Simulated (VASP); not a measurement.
# MgH2 (P1) in VASP: single point with PBE

Aim: the single point of MgH2 with PBE.

All numbers are computed with VASP 6.6.1; they aren't measurements. Logs are shortened: lines on timing, memory, paths and dates and some standing lists are left out, and cuts for length are marked.

## 1. The cell of the first run

The typed cell holds 24 atoms: a = 6.914 Å, b = 6.914 Å, c = 6.914 Å, α = 60.00°, β = 60.00°, γ = 60.00°.

## 2. Single point, PBE

Contents of INCAR:

```
SYSTEM = MgH2
ALGO     = Normal         ! electronic algorithm
EDIFF    = 1E-6           ! SCF threshold, eV
ENCUT    = 520            ! plane-wave cutoff, eV
GGA      = PE             ! functional
ISIF     = 2              ! what is computed and relaxed
ISMEAR   = -1             ! smearing method
LASPH    = .TRUE.         ! aspherical terms in the spheres
LCHARG   = .FALSE.        ! write CHGCAR
LREAL    = Auto         
LWAVE    = .FALSE.        ! write WAVECAR
NBANDS   = 34             ! bands
NELM     = 80             ! most SCF steps
PREC     = Accurate       ! precision mode
SIGMA    = 0.02           ! smearing width, eV
```

Contents of KPOINTS:

```
k-points
0
G
  2 2 2
  0 0 0
```

Contents of POSCAR:

```
MgH2
1.0
    0.0000000000      4.8888750000      4.8888750000
    4.8888750000      0.0000000000      4.8888750000
    4.8888750000      4.8888750000      0.0000000000
Mg H
8 16
Direct
    0.0112987139     -0.0064362456     -0.0147295646
   -0.0055198793      0.0039651249      0.5011447419
    0.0049406049      0.4922302166      0.0083982511
   -0.0056759479      0.5122933190      0.4992931912
    0.4985066094     -0.0017377208      0.0069227583
    0.5001390913      0.0018211756      0.4957417606
    0.4977318913      0.4948126103      0.0034328961
    0.5080480683      0.5002697962      0.4926238654
    0.1305633709      0.1189903608      0.1773512311
    0.3332248217      0.3811585487      0.4323065122
    0.1533852880      0.0640391706      0.6102809951
    0.3785581550      0.3283257396      0.8132060034
    0.1740825855      0.6091299123      0.0550752474
    0.4819303009      0.8299749942      0.3435945898
    0.0796643400      0.6687720590      0.6403822965
    0.3629141674      0.9370640485      0.8649670937
    0.5789752244      0.1706827235      0.1380038352
    0.8653479584      0.4334003222      0.3671306793
    0.6772595945      0.1120084887      0.5640990003
    0.9654223109      0.3229724630      0.8481208867
    0.6463149498      0.5785161208      0.1047163202
    0.8720605456      0.8490615939      0.3209480709
    0.6262676996      0.6415251975      0.6615150725
    0.8423428703      0.8681758073      0.9350764746
```

Potentials or basis: VASP PAW PBE potentials, release 64 (Mg, H).

Run with:

```
> cat potpaw_PBE.64/Mg/POTCAR potpaw_PBE.64/H/POTCAR > POTCAR
> mpirun -np 1 vasp_std > vasp.out
```

OUTCAR:

```text
SYSTEM = MgH2
   EDIFF = 1E-6
   ENCUT = 520
   GGA = PE
   ISIF = 2
   ISMEAR = -1
   LASPH = .TRUE.
   LREAL = Auto
   NELM = 80
   PREC = Accurate

 ion  position               nearest neighbor table
   1  0.011  0.994  0.985-  20 1.90  22 1.93  24 1.99  16 2.03  11 2.14  13 2.20   2 3.37   6 3.38
                             7 3.41   3 3.41   4 3.44   5 3.46   5 3.46   4 3.48   3 3.51   7 3.51
   2  0.994  0.004  0.501-  19 1.81   9 1.84  11 1.88  15 1.90   1 3.37   3 3.39   8 3.40   4 3.41
                             6 3.44   5 3.45   5 3.46   6 3.47   4 3.51   8 3.52   3 3.52   1 3.55
   3  0.005  0.492  0.008-  13 1.93  21 2.05  18 2.06  15 2.11   9 2.13  20 2.14  24 2.15  12 2.21
                             2 3.39   8 3.39   7 3.40   1 3.41   5 3.41   4 3.43   4 3.49   5 3.50
   4  0.994  0.512  0.499-  18 1.93  10 1.93  22 1.96  20 2.05  23 2.10  15 2.18   6 3.40   2 3.41
                             8 3.43   3 3.43   1 3.44   7 3.46   7 3.46   1 3.48   8 3.49   3 3.49
   5  0.499  0.998  0.007-  16 1.94  24 1.96  12 1.96  14 1.99   9 2.10  17 2.19   6 3.40   8 3.40
                             3 3.41   7 3.42   2 3.45   1 3.46   1 3.46   2 3.46   7 3.50   3 3.50
   6  0.500  0.002  0.496-  11 1.99  14 2.02  19 2.04  17 2.04  23 2.06  16 2.12  22 2.15  10 2.18
                             1 3.38   5 3.40   4 3.40   7 3.41   2 3.44   8 3.45   8 3.46   2 3.47
   7  0.498  0.495  0.003-  17 1.84  13 1.86  21 1.90  23 1.95   3 3.40   6 3.41   1 3.41   5 3.42
                             8 3.44   4 3.46   4 3.46   8 3.48   5 3.50   6 3.51   1 3.51   3 3.52
   8  0.508  0.500  0.493-  12 1.89  14 1.93  10 2.04  18 2.05  21 2.21  19 2.22   3 3.39   2 3.40
                             5 3.40   4 3.43   7 3.44   6 3.45   6 3.46   7 3.48   4 3.49   5 3.51
   9  0.131  0.119  0.177-   2 1.84   5 2.10   3 2.13
  10  0.333  0.381  0.432-   4 1.93   8 2.04   6 2.18
  11  0.153  0.064  0.610-   2 1.88   6 1.99   1 2.14
  12  0.379  0.328  0.813-   8 1.89   5 1.96   3 2.21
  13  0.174  0.609  0.055-   7 1.86   3 1.93   1 2.20
  14  0.482  0.830  0.344-   8 1.93   5 1.99   6 2.02
[... 8 lines left out ...]
  23  0.626  0.642  0.662-   7 1.95   6 2.06   4 2.10
  24  0.842  0.868  0.935-   5 1.96   1 1.99   3 2.15

  LATTYP: Found a face centered cubic cell.
 ALAT       =     9.7777500000

  Lattice vectors:

 A1 = (   0.0000000000,   4.8888750000,   4.8888750000)
 A2 = (   4.8888750000,   0.0000000000,   4.8888750000)
 A3 = (   4.8888750000,   4.8888750000,   0.0000000000)

Analysis of symmetry for initial positions (statically):
=====================================================================
 Subroutine PRICEL returns:
 Original cell was already a primitive cell.

 Routine SETGRP: Setting up the symmetry group for a
 face centered cubic supercell.

 Subroutine GETGRP returns: Found  1 space group operations
 (whereof  1 operations were pure point group operations)
 out of a pool of 48 trial point group operations.

The static configuration has the point symmetry C_1 .

Analysis of symmetry for dynamics (positions and initial velocities):
=====================================================================
 Subroutine PRICEL returns:
 Original cell was already a primitive cell.

 Routine SETGRP: Setting up the symmetry group for a
 face centered cubic supercell.

 Subroutine GETGRP returns: Found  1 space group operations
 (whereof  1 operations were pure point group operations)
 out of a pool of 48 trial point group operations.

The dynamic configuration has the point symmetry C_1 .

 Subroutine INISYM returns: Found  1 space group operations
 (whereof  1 operations are pure point group operations),
 and found     1 'primitive' translations

----------------------------------------------------------------------------------------

                                     Primitive cell

  volume of cell :     233.6990

  direct lattice vectors                    reciprocal lattice vectors
     0.000000000  4.888875000  4.888875000    -0.102273018  0.102273018  0.102273018
     4.888875000  0.000000000  4.888875000     0.102273018 -0.102273018  0.102273018
     4.888875000  4.888875000  0.000000000     0.102273018  0.102273018 -0.102273018

  length of vectors
     6.913913330  6.913913330  6.913913330     0.177142063  0.177142063  0.177142063

  position of ions in fractional coordinates (direct lattice)
     0.011298714  0.993563754  0.985270435
     0.994480121  0.003965125  0.501144742
     0.004940605  0.492230217  0.008398251
     0.994324052  0.512293319  0.499293191
     0.498506609  0.998262279  0.006922758
     0.500139091  0.001821176  0.495741761
[... 16 lines left out ...]
     0.626267700  0.641525198  0.661515073
     0.842342870  0.868175807  0.935076475

  ion indices of the primitive-cell ions
   primitive index   ion index
                 1           1
                 2           2
                 3           3
                 4           4
                 5           5
                 6           6
[... 16 lines left out ...]
                23          23
                24          24

----------------------------------------------------------------------------------------

 KPOINTS: k-points

Automatic generation of k-mesh.
 Grid dimensions read from file:
 generate k-points for:    2    2    2

 Generating k-lattice:

  Cartesian coordinates                     Fractional coordinates (reciprocal lattice)
    -0.051136509  0.051136509  0.051136509     0.500000000  0.000000000  0.000000000
     0.051136509 -0.051136509  0.051136509     0.000000000  0.500000000  0.000000000
     0.051136509  0.051136509 -0.051136509     0.000000000  0.000000000  0.500000000

  Length of vectors
     0.088571032  0.088571032  0.088571032

  Shift w.r.t. Gamma in fractional coordinates (k-lattice)
     0.000000000  0.000000000  0.000000000

 Subroutine IBZKPT returns following result:
 ===========================================

 Found      8 irreducible k-points:

 Following reciprocal coordinates:
            Coordinates               Weight
  0.000000  0.000000  0.000000      1.000000
  0.500000  0.000000  0.000000      1.000000
  0.000000  0.500000  0.000000      1.000000
  0.000000  0.000000  0.500000      1.000000
  0.500000  0.500000  0.500000      1.000000
  0.500000  0.500000  0.000000      1.000000
  0.000000  0.500000  0.500000      1.000000
  0.500000  0.000000  0.500000      1.000000
   k-points           NKPTS =      8   k-points in BZ     NKDIM =      8   number of bands    NBANDS=     34
   number of dos      NEDOS =    301   number of ions     NIONS =     24
   total plane-waves  NPLWV = 157464
   dimension x,y,z NGX =    54 NGY =   54 NGZ =   54
   dimension x,y,z NGXF=   108 NGYF=  108 NGZF=  108
   ions per type =               8  16
   NGX,Y,Z   is equivalent  to a cutoff of  12.98, 12.98, 12.98 a.u.
   NGXF,Y,Z  is equivalent  to a cutoff of  25.97, 25.97, 25.97 a.u.
 SYSTEM =  MgH2
   PREC   = accura    normal or accurate (medium, high low for compatibility)
   ISTART =      0    job   : 0-new  1-cont  2-samecut
   ICHARG =      2    charge: 1-file 2-atom 10-const
   ISPIN  =      1    spin polarized calculation?
   LNONCOLLINEAR =      F non collinear calculations
   LSORBIT =      F    spin-orbit coupling
   LASPH  =      T    aspherical Exc in radial PAW
   ENCUT  =  520.0 eV  38.22 Ry    6.18 a.u.  12.86 12.86 12.86*2*pi/ulx,y,z
   NELM   =     80;   NELMIN=  2; NELMDL= -5     # of ELM steps
   EDIFF  = 0.1E-05   stopping-criterion for ELM
   LREAL  =      T    real-space projection
   EDIFFG = 0.1E-04   stopping-criterion for IOM
   NSW    =      0    number of steps for IOM
   IBRION =     -1    ionic relax: 0-MD 1-quasi-New 2-CG
   NFREE  =      0    steps in history (QN), initial steepest desc. (CG)
   ISIF   =      2    stress and relaxation
   ISYM   =      2    0-nonsym 1-usesym 2-fastsym
   POTIM  = 0.5000    time-step for ionic-motion
   TEBEG  =    0.0;   TEEND  =   0.0 temperature during run
   PSTRESS=    0.0 pullay stress
   NELECT =      32.0000    total number of electrons
   NUPDOWN=      -1.0000    fix difference up-down
   EMIN   =  10.00;   EMAX   =-10.00  energy-range for DOS
   EFERMI =   0.00;   METHOD = LEGACY
   ISMEAR =    -1;   SIGMA  =   0.02  broadening in eV -4-tet -1-fermi 0-gaus
   EFERMI_NEDOS =   21; number of points for ismear=-14 and -15
   IALGO  =     38    algorithm
   IMIX   =      4    mixing-type and parameters
     AMIX     =   0.40;   BMIX     =  1.00
     AMIX_MAG =   1.60;   BMIX_MAG =  1.00
  volume/ion in A,a.u.               =       9.74        65.71
  Fermi-wavevector in a.u.,A,eV,Ry     =   0.843799  1.594550  9.687314  0.711997
  Thomas-Fermi vector in A             =   1.958725
   LORBIT       =      0    0 simple, 1 ext, 2 COOP (PROOUT), +10 PAW based schemes
   GGA     = PE    functional components
   LHFCALC =     F    Hartree Fock is set to
   AEXX    =    0.0000 exact exchange contribution
   IVDW    =     0    specifies the selected vdW correction
   LEPSILON=     F    determine dielectric tensor
   LRPA    =     F    only Hartree local field effects (RPA)
 non-spin polarized calculation
  energy-cutoff  :      520.00
  volume of cell :      233.70
 maximum number of plane-waves:      6346
 NGX is ok and might be reduce to    54
   NGX = 25   NGY = 25   NGZ = 25

 number of electron      32.0000000 magnetization

 Free energy of the ion-electron system (eV)
  ---------------------------------------------------
  ext. energy  EPLUGINS =         0.00000000
  ---------------------------------------------------
  free energy    TOTEN  =       -68.76520999 eV

  energy without entropy =      -68.76520999  energy(sigma->0) =      -68.76520999

 E-fermi :   1.1846     XC(G=0):  -8.6593

 val. band max:        0.7268721938   @ k =   0.0000   0.5000   0.5000
 cond. band min:       2.1602327738   @ k =   0.0000   0.0000   0.0000
 fundamental gap:      1.4333605800
 Fermi energy:         1.1846245136

 k-point     1 :       0.0000    0.0000    0.0000
  band No.  band energies     occupation
      1      -6.9532      2.00000
      2      -3.4319      2.00000
      3      -3.1449      2.00000
      4      -3.0895      2.00000
      5      -2.9967      2.00000
      6      -2.9523      2.00000
[... 20 lines left out ...]
     27       7.7626      0.00000
[... 194 lines left out ...]
      5      -4.2015      2.00000
      6      -3.8199      2.00000
[... 20 lines left out ...]
     27       7.5596      0.00000
     28       7.8276      0.00000
 [bands above 28 left out]

------------------------ aborting loop because EDIFF is reached ----------------------------------------

  FORCE on cell =-STRESS in cart. coord.  units (eV):
  Direction    XX          YY          ZZ          XY          YZ          ZX
  --------------------------------------------------------------------------------------
  -------------------------------------------------------------------------------------
  Total        2.6624245     -5.4588122     -5.9251237     -0.3630756      0.0614432     -0.0316104
  in kB       18.2528668    -37.4241494    -40.6210559     -2.4891485      0.4212378     -0.2167122
  external PRESSURE =     -19.9307795 kB  Pullay stress =       0.0000000 kB

 VOLUME and BASIS-vectors are now :
 -----------------------------------------------------------------------------
  energy-cutoff  :      520.00
  volume of cell :      233.70
      direct lattice vectors                 reciprocal lattice vectors
     0.000000000  4.888875000  4.888875000    -0.102273018  0.102273018  0.102273018
     4.888875000  0.000000000  4.888875000     0.102273018 -0.102273018  0.102273018
     4.888875000  4.888875000  0.000000000     0.102273018  0.102273018 -0.102273018

 POSITION                                       TOTAL-FORCE (eV/Angst)
 -----------------------------------------------------------------------------------
      9.67427      4.87210      4.91265        -0.246935      0.060529     -0.008089
      2.46942      7.31192      4.88127        -0.048684      0.317969     -0.060889
      2.44751      0.06521      2.43061        -0.332654     -0.290255     -0.027393
      4.94552      7.30211      7.36566         0.347171      0.204255     -0.021897
      4.91422      2.47098      7.31752         0.102071      0.082245      0.025193
      2.43252      4.86874      2.45402        -0.012961      0.118836      0.100089
[... 16 lines left out ...]
      6.37040      6.29581      6.19808         0.044872      0.305887     -0.398716
      8.81587      8.68958      8.36251         0.152030     -0.292917      0.063626
 -----------------------------------------------------------------------------------
    total drift:                               -0.000604      0.000147     -0.000947

  FREE ENERGIE OF THE ION-ELECTRON SYSTEM (eV)
  ---------------------------------------------------
  free  energy   TOTEN  =       -68.7652099915 eV

  energy  without entropy=      -68.7652099915  energy(sigma->0) =      -68.76520999
```

Wall time 1.8 min (1 thread of Intel Xeon 6975P-C (Granite Rapids), shared host); peak memory 0.38 GiB.

What came out:

```yaml
Free_energy: -68.7652 eV
Pressure: -2.0 GPa
Largest_force: 0.505 eV/Å
Band_gap_on_the_k_mesh: 1.43 eV
```

Forces in eV/Å, atoms in the order of the input:
```
Mg  -0.247  0.061 -0.008
Mg  -0.049  0.318 -0.061
Mg  -0.333 -0.290 -0.027
Mg   0.347  0.204 -0.022
Mg   0.102  0.082  0.025
Mg  -0.013  0.119  0.100
Mg   0.048 -0.025  0.381
Mg  -0.287 -0.080 -0.006
H    0.010 -0.039  0.104
H   -0.052 -0.192  0.072
H    0.002 -0.130 -0.132
H    0.361  0.178  0.159
H    0.022  0.181  0.221
H   -0.120 -0.150 -0.326
H   -0.011 -0.143  0.179
H    0.049  0.117 -0.177
H   -0.072 -0.141  0.057
H    0.054  0.112 -0.132
H   -0.013 -0.179 -0.018
H    0.077 -0.131 -0.089
H   -0.016 -0.008 -0.169
H   -0.056  0.123  0.204
H    0.045  0.306 -0.399
H    0.152 -0.293  0.064
```

Levels at points of the mesh, in eV from the valence-band top:
| k point | band 13 | band 14 | band 15 | band 16 | band 17 | band 18 | band 19 | band 20 |
| --- | --- | --- | --- | --- | --- | --- | --- | --- |
| (0.00, 0.00, 0.00) | -1.05 | -0.72 | -0.56 | -0.49 | 1.43 | 1.71 | 5.31 | 6.17 |
| (0.50, 0.00, 0.00) | -1.68 | -1.56 | -0.42 | -0.30 | 3.76 | 3.83 | 3.95 | 4.01 |
| (0.00, 0.50, 0.00) | -1.69 | -1.56 | -0.36 | -0.33 | 3.70 | 3.81 | 3.89 | 4.03 |
| (0.00, 0.00, 0.50) | -1.66 | -1.57 | -0.35 | -0.33 | 3.76 | 3.79 | 3.86 | 4.01 |
| (0.50, 0.50, 0.50) | -1.71 | -1.57 | -0.35 | -0.34 | 3.75 | 3.83 | 3.98 | 4.01 |
| (0.50, 0.50, 0.00) | -1.35 | -1.10 | -0.49 | -0.41 | 2.92 | 2.97 | 4.08 | 4.21 |
| (0.00, 0.50, 0.50) | -1.22 | -1.07 | -0.20 | 0.00 | 2.79 | 3.07 | 3.28 | 3.65 |
| (0.50, 0.00, 0.50) | -1.41 | -1.01 | -0.48 | -0.39 | 2.92 | 2.99 | 4.11 | 4.17 |

Caveat: the k points lie up to 0.56 Å⁻¹ apart. A k mesh can miss the band edges.
